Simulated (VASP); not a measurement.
A run of VASP 6.6.1:

The input INCAR:

```
PREC     = Accurate       # precision mode
ENCUT    = 520            # plane-wave cutoff, eV
EDIFF    = 1E-6           # SCF threshold, eV
ISMEAR   = 0              # smearing method
SIGMA    = 0.1            # smearing width, eV
LREAL    = False          # projectors in reciprocal space
LASPH    = True           # aspherical terms in the spheres
NELM     = 80             # most SCF steps
ALGO     = Normal         # electronic algorithm
ISIF     = 2              # what is computed and relaxed
LWAVE    = False          # write WAVECAR
LCHARG   = True           # write CHGCAR
LDIPOL   = True         
IDIPOL   = 3            
DIPOL    = 0.5 0.5 0.293
GGA      = PE             # functional
LELF     = True           # ELF
LVHAR    = True         
LVACPOTAV= True         
NBANDS   = 104            # bands
```

KPOINTS

```
Automatic mesh
0
Gamma
  5 5 1
```

POSCAR

```
HRh6
1.0
    5.4163401145      0.0000000000      0.0000000000
    0.0000000000      5.4163401145      0.0000000000
    0.0000000000      0.0000000000     21.6737367085
Rh H
12 2
Direct
    0.2500000000      0.2500000000      0.1845551625
    0.2500000000      0.7500000000      0.1845551625
    0.7500000000      0.2500000000      0.1845551625
    0.7500000000      0.7500000000      0.1845551625
    0.0000000000      0.0000000000      0.2693761947
    0.0000000000      0.5000000000      0.2693761947
    0.5000000000      0.0000000000      0.2693761947
    0.5000000000      0.5000000000      0.2693761947
    0.2500000000      0.2500000000      0.3540569313
    0.2500000000      0.7500000000      0.3540569313
    0.7500000000      0.2500000000      0.3540569313
    0.7500000000      0.7500000000      0.3540569313
    0.3293127868      0.5000000000      0.4338770391
    0.6706872132      0.5000000000      0.4338770391
```

Potentials or basis: VASP PAW PBE potentials, release 64 (Rh_pv, H).

Run with:

```console
$ cat potpaw_PBE.64/Rh_pv/POTCAR potpaw_PBE.64/H/POTCAR > POTCAR
$ mpirun -np 1 vasp_std > vasp.out
```

Hardware: 1 thread of Intel Xeon 8259CL, with other jobs on the host.

Problem. Estimate the wall time of this run.

Solution. Run time: 39 min on 1 thread of Intel Xeon 8259CL (shared host), peak memory 0.79 GiB. Counts: scf iterations 30, k points 9.
